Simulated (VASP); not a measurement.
**GaIr: single point with LDA**

Crystal: GaIr.

```xyz
2
Lattice="3.0040 0.0000 0.0000 0.0000 3.0040 0.0000 0.0000 0.0000 3.0040" Properties=species:S:1:pos:R:3 pbc="T T T"
Ga    0.0000    0.0000    0.0000
Ir    1.5020    1.5020    1.5020
```

| Property | Result |
| --- | --- |
| Program | VASP 6.6.1 |
| Task | single point |
| Functional | LDA |
| Potentials or basis | VASP PAW LDA potentials, release 64 (Ga_d, Ir) |
| Cutoff | 520 eV |
| k mesh | 10 × 10 × 10 |
| Occupations | methfessel-paxton, width 0.1 eV |
| Spin | no spin polarisation |
| Dipole correction | no |
| Further INCAR settings | ALGO = Normal; EDIFF = 1e-06; NBANDS = 18 |

```yaml
Pressure: -0.2 GPa
Band_gap_on_the_k_mesh: zero (band 11 reaches 10.44 eV, above the bottom of band 12 at 9.82 eV)
```

Levels at points of the mesh, in eV from the Fermi level:
```tsv
k point	band 7	band 8	band 9	band 10	band 11	band 12	band 13	band 14	band 15	band 16
(0.00, 0.00, 0.00)	-5.33	-5.33	-1.54	-1.54	-1.54	3.74	3.74	3.74	9.30	12.68
(0.50, 0.00, 0.00)	-8.48	-5.00	-3.77	-3.77	-1.49	0.19	8.77	10.91	10.91	11.08
(0.50, 0.50, 0.00)	-5.04	-3.54	-3.54	-2.73	-2.73	-0.26	2.86	3.46	8.23	12.56
(0.50, 0.50, 0.50)	-6.86	-6.86	-1.86	-0.15	-0.15	3.49	3.49	3.49	6.36	7.26
```

It took 30 s on 1 thread of Intel Xeon 8259CL, on a shared host, peak memory 0.15 GiB.

Caveat: spin-orbit coupling is left out, which moves the levels of the heavy elements.
